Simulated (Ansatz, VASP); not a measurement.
## Co in VASP and in Ansatz

```
CELL_PARAMETERS angstrom
2.47200 0.00000 0.00000
-1.23600 2.14081 0.00000
0.00000 0.00000 4.02114
ATOMIC_POSITIONS crystal
Co 0.66667 0.33333 0.75000
Co 0.33333 0.66667 0.25000
```

Alike in both runs: task single point; functional PBEsol; k mesh 10 × 10 × 6; occupations fermi-dirac, width 0.05 eV; collinear spin; fixed moment 5 μB.

|  | VASP | Ansatz |
| --- | --- | --- |
| version | VASP 6.6.1 | Ansatz 0.2.0 |
| potentials or method | VASP PAW PBE potentials, release 64 (Co) | Ansatz PAW |
| plane-wave cutoff (eV) | 520 | 420 |
| valence electrons in the cell | 18 | 34 |

```tsv
	VASP	Ansatz	Ansatz less VASP
pressure (GPa)	17.8	18.9	+1.05
traceless stress, the component that is largest in VASP (GPa)	3.86	4.22	+0.362
net moment per atom (μB)	2.50	2.50	0.000
size of the moment on the site where the two differ most (μB)	2.43	2.41	-0.019
```

VASP's potentials were made for PBE, not for PBEsol. Site moments also hang on the region over which each program counts them. VASP's potentials hold 18 valence electrons a cell and Ansatz's 34, so a difference there can come from the potentials and not from the codes.
